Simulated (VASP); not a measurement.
# WC (P-6m2) in VASP: single point with PBEsol

Aim: the single point of WC with PBEsol.

Program: VASP 6.6.1. These are calculated values, not measurements. Logs are shortened: lines on timing, memory, paths and dates and some standing lists are left out, and cuts for length are marked.

## Step 1: The cell of the first run

Symmetry: P-6m2, No. 187, hexagonal system. Conventional cell: a = 2.903 Å, b = 2.903 Å, c = 2.834 Å, α = 90.00°, β = 90.00°, γ = 120.00°. W (site symmetry -6m2) has 6 C at 2.19 Å and 8 W at 2.83 to 2.90 Å within 3.0 Å. C (site symmetry -6m2) has 6 W at 2.19 Å and 8 C at 2.83 to 2.90 Å within 3.0 Å.

## Step 2: Single point, PBEsol

POSCAR reads:

```
WC
1.0
   -2.9026935100      0.0000000000     -2.8340061100
    1.4513467600     -2.5138086800      0.0000000000
   -2.9026935100      0.0000000000      2.8340061100
W C
2 2
Direct
    0.0000000000      0.0000000000      0.0000000000
    0.5000000000      0.0000000000      0.5000000000
    0.9166650000      0.6666700000      0.4166650000
    0.4166650000      0.6666700000      0.9166650000
```

INCAR.step1 reads:

```
SYSTEM = WC
  ALGO = Normal
  EDIFF = 1E-7
  ENCUT = 520
  GGA = PS
  ISIF = 2
  ISMEAR = -1
  LASPH = .True.
  LCHARG = .True.
  LMAXMIX = 4
  LREAL = .False.
  LWAVE = .False.
  NBANDS = 26
  NELM = 60
  PREC = Accurate
  SIGMA = 0.1
```

KPOINTS.step1 reads:

```
k-points
0
Gamma
  9 9 9
  0 0 0
```

INCAR.step2 reads:

```
SYSTEM = WC
  ALGO = Normal
  EDIFF = 1E-7
  ENCUT = 520
  GGA = PS
  ICHARG = 11
  ISIF = 2
  ISMEAR = -5
  LASPH = .True.
  LCHARG = .False.
  LMAXMIX = 4
  LORBIT = 11
  LREAL = .False.
  LWAVE = .False.
  NEDOS = 2001
  NELM = 60
  PREC = Accurate
  SIGMA = 0.1
```

KPOINTS.step2 reads:

```
k-points
0
Gamma
  14 14 14
  0 0 0
```

Potentials or basis: VASP PAW PBE potentials, release 64 (W_sv, C).

Started as:

```
cat potpaw_PBE.64/W_sv/POTCAR potpaw_PBE.64/C/POTCAR > POTCAR
cp INCAR.step1 INCAR
cp KPOINTS.step1 KPOINTS
mpirun -np 1 vasp_std > vasp.out
cp INCAR.step2 INCAR
cp KPOINTS.step2 KPOINTS
mpirun -np 1 vasp_std > vasp.out
```

OUTCAR:

```text
SYSTEM = WC
   EDIFF = 1E-7
   ENCUT = 520
   GGA = PS
   ICHARG = 11
   ISIF = 2
   ISMEAR = -5
   LASPH = .True.
   LORBIT = 11
   LREAL = .False.
   NELM = 60
   PREC = Accurate

 ion  position               nearest neighbor table
   1  0.000  0.000  0.000-   3 2.19   4 2.19   3 2.19   4 2.19   3 2.19   4 2.19   2 2.83   2 2.83
                             2 2.90   2 2.90   2 2.90   2 2.90
   2  0.500  0.000  0.500-   3 2.19   4 2.19   4 2.19   3 2.19   3 2.19   4 2.19   1 2.83   1 2.83
                             1 2.90   1 2.90   1 2.90   1 2.90
   3  0.917  0.667  0.417-   1 2.19   2 2.19   2 2.19   1 2.19   1 2.19   2 2.19
   4  0.417  0.667  0.917-   1 2.19   2 2.19   1 2.19   2 2.19   1 2.19   2 2.19

  LATTYP: Found a body centered orthorhombic cell.
 ALAT       =     2.9026955571
 B/A-ratio  =     1.7320499912
 C/A-ratio  =     1.9526719590

  Lattice vectors:

 A1 = (  -2.9026935100,   0.0000000000,  -2.8340061100)
 A2 = (   2.9026935100,   0.0000000000,  -2.8340061100)
 A3 = (  -1.4513467500,  -2.5138086800,   2.8340061100)

Analysis of symmetry for initial positions (statically):
=====================================================================
 Subroutine PRICEL returns following result:

  LATTYP: Found a hexagonal cell.
 ALAT       =     2.9026935100
 C/A-ratio  =     0.9763366681

  Lattice vectors:

 A1 = (   2.9026935100,   0.0000000000,   0.0000000000)
 A2 = (  -1.4513467600,   2.5138086800,   0.0000000000)
 A3 = (   0.0000000000,   0.0000000000,   2.8340061100)

   2 primitive cells build up your supercell.

 Routine SETGRP: Setting up the symmetry group for a
 body centered orthorhombic supercell.

 Subroutine GETGRP returns: Found  2 space group operations
 (whereof  2 operations were pure point group operations)
 out of a pool of  8 trial point group operations.

The static configuration has the point symmetry C_1h.

Analysis of symmetry for dynamics (positions and initial velocities):
=====================================================================
 Subroutine PRICEL returns following result:

  LATTYP: Found a hexagonal cell.
 ALAT       =     2.9026935100
 C/A-ratio  =     0.9763366681

  Lattice vectors:

 A1 = (   2.9026935100,   0.0000000000,   0.0000000000)
 A2 = (  -1.4513467600,   2.5138086800,   0.0000000000)
 A3 = (   0.0000000000,   0.0000000000,   2.8340061100)

   2 primitive cells build up your supercell.

 Routine SETGRP: Setting up the symmetry group for a
 body centered orthorhombic supercell.

 Subroutine GETGRP returns: Found  2 space group operations
 (whereof  2 operations were pure point group operations)
 out of a pool of  8 trial point group operations.

The dynamic configuration has the point symmetry C_1h.

 Subroutine INISYM returns: Found  2 space group operations
 (whereof  2 operations are pure point group operations),
 and found     2 'primitive' translations

----------------------------------------------------------------------------------------

                                     Primitive cell

  volume of cell :      20.6792

  direct lattice vectors                    reciprocal lattice vectors
     2.902693510  0.000000000  0.000000000     0.344507609  0.198901375  0.000000000
    -1.451346760  2.513808680  0.000000000     0.000000000  0.397802748  0.000000000
     0.000000000  0.000000000  2.834006110     0.000000000  0.000000000  0.352857390

  length of vectors
     2.902693510  2.902695557  2.834006110     0.397803028  0.397802748  0.352857390

  position of ions in fractional coordinates (direct lattice)
     0.000000000  0.000000000  0.000000000
     0.666670000  0.333330000  0.500000000

  ion indices of the primitive-cell ions
   primitive index   ion index
                 1           1
                 2           3

----------------------------------------------------------------------------------------

 KPOINTS: k-points

Automatic generation of k-mesh.
 Grid dimensions read from file:
 generate k-points for:   14   14   14

 Generating k-lattice:

  Cartesian coordinates                     Fractional coordinates (reciprocal lattice)
    -0.012303843 -0.007103621 -0.012602050     0.071428571  0.000000000  0.000000000
     0.000000000 -0.028414482  0.000000000     0.000000000  0.071428571  0.000000000
    -0.012303843 -0.007103621  0.012602050     0.000000000  0.000000000  0.071428571

  Length of vectors
     0.018990988  0.028414482  0.018990988

  Shift w.r.t. Gamma in fractional coordinates (k-lattice)
     0.000000000  0.000000000  0.000000000

 TETIRR: Found   4116 inequivalent tetrahedra from    16464

 Subroutine IBZKPT returns following result:
 ===========================================

 Found    744 irreducible k-points:

 Following reciprocal coordinates:
            Coordinates               Weight
  0.000000  0.000000  0.000000      1.000000
  0.071429  0.000000 -0.000000      4.000000
  0.142857  0.000000 -0.000000      4.000000
  0.214286  0.000000  0.000000      4.000000
  0.285714  0.000000  0.000000      4.000000
  0.357143 -0.000000 -0.000000      4.000000
[... 16 lines left out ...]
  0.500000  0.071429  0.000000      4.000000
  0.428571  0.071429 -0.071429      4.000000
 [... further k-points ...]
   k-points           NKPTS =    744   k-points in BZ     NKDIM =    744   number of bands    NBANDS=     22
   number of dos      NEDOS =   2001   number of ions     NIONS =      4
   total plane-waves  NPLWV =  21600
   dimension x,y,z NGX =    30 NGY =   24 NGZ =   30
   dimension x,y,z NGXF=    60 NGYF=   48 NGZF=   60
   ions per type =               2   2
   NGX,Y,Z   is equivalent  to a cutoff of  12.29, 13.75, 12.29 a.u.
   NGXF,Y,Z  is equivalent  to a cutoff of  24.59, 27.49, 24.59 a.u.
 SYSTEM =  WC
   PREC   = accura    normal or accurate (medium, high low for compatibility)
   ISTART =      0    job   : 0-new  1-cont  2-samecut
   ICHARG =     11    charge: 1-file 2-atom 10-const
   ISPIN  =      1    spin polarized calculation?
   LNONCOLLINEAR =      F non collinear calculations
   LSORBIT =      F    spin-orbit coupling
   LASPH  =      T    aspherical Exc in radial PAW
   ENCUT  =  520.0 eV  38.22 Ry    6.18 a.u.   7.54  5.40  7.54*2*pi/ulx,y,z
   NELM   =     60;   NELMIN=  2; NELMDL=  0     # of ELM steps
   EDIFF  = 0.1E-06   stopping-criterion for ELM
   LREAL  =      F    real-space projection
   EDIFFG = 0.1E-05   stopping-criterion for IOM
   NSW    =      0    number of steps for IOM
   IBRION =     -1    ionic relax: 0-MD 1-quasi-New 2-CG
   NFREE  =      0    steps in history (QN), initial steepest desc. (CG)
   ISIF   =      2    stress and relaxation
   ISYM   =      2    0-nonsym 1-usesym 2-fastsym
   POTIM  = 0.5000    time-step for ionic-motion
   TEBEG  =    0.0;   TEEND  =   0.0 temperature during run
   PSTRESS=    0.0 pullay stress
   NELECT =      36.0000    total number of electrons
   NUPDOWN=      -1.0000    fix difference up-down
   EMIN   =  10.00;   EMAX   =-10.00  energy-range for DOS
   EFERMI =   0.00;   METHOD = LEGACY
   ISMEAR =    -5;   SIGMA  =   0.10  broadening in eV -4-tet -1-fermi 0-gaus
   EFERMI_NEDOS =   21; number of points for ismear=-14 and -15
   IALGO  =     38    algorithm
   IMIX   =      4    mixing-type and parameters
     AMIX     =   0.40;   BMIX     =  1.00
     AMIX_MAG =   1.60;   BMIX_MAG =  1.00
  volume/ion in A,a.u.               =      10.34        69.78
  Fermi-wavevector in a.u.,A,eV,Ry     =   1.563103  2.953836 33.242993  2.443291
  Thomas-Fermi vector in A             =   2.665924
   LORBIT       =     11    0 simple, 1 ext, 2 COOP (PROOUT), +10 PAW based schemes
   GGA     = PS    functional components
   LHFCALC =     F    Hartree Fock is set to
   AEXX    =    0.0000 exact exchange contribution
   IVDW    =     0    specifies the selected vdW correction
   LEPSILON=     F    determine dielectric tensor
   LRPA    =     F    only Hartree local field effects (RPA)
 non-spin polarized calculation
 Fermi weights with tetrahedron method with Bloechl corrections
  energy-cutoff  :      520.00
  volume of cell :       41.36
 maximum number of plane-waves:      1133

 number of electron      35.9999997 magnetization

 Free energy of the ion-electron system (eV)
  ---------------------------------------------------
  ext. energy  EPLUGINS =         0.00000000
  ---------------------------------------------------
  free energy    TOTEN  =       -47.79923553 eV

  energy without entropy =      -47.79923553  energy(sigma->0) =      -47.79923553

 E-fermi :  10.9482     XC(G=0): -13.9475

 val. band max:       11.0799740970   @ k =  -0.2143  -0.0000   0.1429
 cond. band min:      10.9394534309   @ k =   0.4286   0.1429   0.3571
 fundamental gap:     -0.1405206661
 Fermi energy:        10.9482259101

 k-point     1 :       0.0000    0.0000    0.0000
  band No.  band energies     occupation
      1     -62.9423      2.00000
      2     -62.8422      2.00000
      3     -27.5375      2.00000
      4     -27.5119      2.00000
      5     -26.9369      2.00000
      6     -26.9321      2.00000
[... 14 lines left out ...]
     21      15.4511      0.00000
     22      16.3310      0.00000

 k-point     2 :       0.0714    0.0000   -0.0000
  band No.  band energies     occupation
      1     -62.9410      2.00000
      2     -62.8435      2.00000
      3     -27.5297      2.00000
      4     -27.5058      2.00000
      5     -26.9407      2.00000
      6     -26.9357      2.00000
[... 14 lines left out ...]
     21      15.3313      0.00000
     22      16.1774      0.00000
[... 523 lines left out ...]
     21      14.4843      0.00000
     22      14.7345      0.00000

 k-point    24 :       0.4286    0.0714   -0.0714
  band No.  band energies     occupation
      1     -62.8969      2.00000
      2     -62.8841      2.00000
      3     -27.3006      2.00000
      4     -27.2618      2.00000
      5     -27.2237      2.00000
      6     -27.1251      2.00000
[... 14 lines left out ...]
     21      14.4843      0.00000
     22      14.7345      0.00000

 [... further k-points ...]

------------------------ aborting loop because EDIFF is reached ----------------------------------------

  FORCE on cell =-STRESS in cart. coord.  units (eV):
  Direction    XX          YY          ZZ          XY          YZ          ZX
  --------------------------------------------------------------------------------------
  -------------------------------------------------------------------------------------
  Total       -0.2274399     -0.2286267     -0.4771025      0.0009865      0.0000000      0.0000000
  in kB       -8.8107518     -8.8567272    -18.4823866      0.0382169      0.0000000      0.0000000
  external PRESSURE =     -12.0499552 kB  Pullay stress =       0.0000000 kB

 VOLUME and BASIS-vectors are now :
 -----------------------------------------------------------------------------
  energy-cutoff  :      520.00
  volume of cell :       41.36
      direct lattice vectors                 reciprocal lattice vectors
    -2.902693510  0.000000000 -2.834006110    -0.172253804 -0.099450687 -0.176428695
     1.451346760 -2.513808680  0.000000000     0.000000000 -0.397802748  0.000000000
    -2.902693510  0.000000000  2.834006110    -0.172253804 -0.099450687  0.176428695

 POSITION                                       TOTAL-FORCE (eV/Angst)
 -----------------------------------------------------------------------------------
      0.00000      0.00000      0.00000        -0.000644     -0.000678      0.000000
     -2.90269      0.00000      0.00000        -0.000644     -0.000678      0.000000
     -2.90268     -1.67588     -1.41700         0.000644      0.000678      0.000000
     -2.90268     -1.67588      1.41700         0.000644      0.000678      0.000000
 -----------------------------------------------------------------------------------
    total drift:                                0.000493      0.000278     -0.000000

  FREE ENERGIE OF THE ION-ELECTRON SYSTEM (eV)
  ---------------------------------------------------
  free  energy   TOTEN  =       -47.7992355342 eV

  energy  without entropy=      -47.7992355342  energy(sigma->0) =      -47.79923553

 total charge

# of ion       s       p       d       tot
------------------------------------------
    1        2.352   6.432   3.421  12.205
    2        2.352   6.432   3.421  12.205
    3        0.848   1.568   0.000   2.416
    4        0.848   1.568   0.000   2.416
--------------------------------------------------
tot          6.401  15.998   6.842  29.241
```

Wall time 3.7 min (1 thread of Intel Xeon 6975P-C (Granite Rapids), shared host); peak memory 0.62 GiB.

Results:

- Valence electrons inside the program's atomic spheres: W 12.21; C 2.42

Levels at points of the mesh, in eV from the Fermi level:
```csv
k point,band 16,band 17,band 18,band 19,band 20,band 21
"(0.00, 0.00, 0.00)",-3.31,0.15,0.33,3.28,3.28,4.50
"(0.50, 0.00, 0.00)",-2.53,-1.70,-1.70,1.28,1.28,3.41
"(0.00, 0.50, 0.00)",-3.57,-0.40,0.33,2.38,4.50,4.60
"(0.50, 0.50, 0.50)",-3.57,-0.40,0.33,2.38,4.50,4.60
"(0.50, 0.50, 0.00)",-3.62,-1.20,-1.20,3.22,3.22,4.67
"(0.50, 0.00, 0.50)",-1.98,-0.56,-0.56,-0.40,2.38,3.73
```

Caveat: the PAW data sets were made with another functional, which shifts forces and pressure a little; spin-orbit coupling is left out, which moves the levels of the heavy elements.
